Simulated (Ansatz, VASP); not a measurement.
# Two plane-wave programs on HgH

```
Hg H
1.0
     3.04550    0.00000    0.72302
     0.00000    6.26780    0.00000
    -0.87304    0.00000    3.60835
Hg H
2 2
Cartesian
  0.6481 1.5669 3.9711
  1.5238 4.7008 0.3596
  1.0846 1.5669 2.1668
  1.0878 4.7008 2.1640
```

Alike in both runs: functional PBE; k mesh 12 × 6 × 10; occupations gaussian, width 0.1 eV; no spin polarisation.

Ansatz relaxed the structure, and its values are those at the end. VASP's run is a single point on that final structure, the one shown.

|  | VASP | Ansatz |
| --- | --- | --- |
| version | VASP 6.6.1 | Ansatz 0.2.0 |
| potentials or method | VASP PAW PBE potentials, release 64 (Hg, H), cutoff 520 eV | scalar-relativistic, plane waves, PAW |
| valence electrons in the cell | 26 | 42 |

VASP gave:

```
gap on the k mesh at the Fermi level (eV) : none
pressure (GPa)                            : 0.2
```

Question: Estimate Ansatz's values.

Answer: gap on the k mesh at the Fermi level (eV): none; pressure (GPa): 0.0.

A gap of «none» marks a metal or a gap that the smearing closes. The functional is the same, so the differences come from potentials, cutoffs and numerics. VASP's potentials hold 26 valence electrons a cell and Ansatz's 42, so a difference there can come from the potentials and not from the codes.

Neither program's run includes spin-orbit coupling.
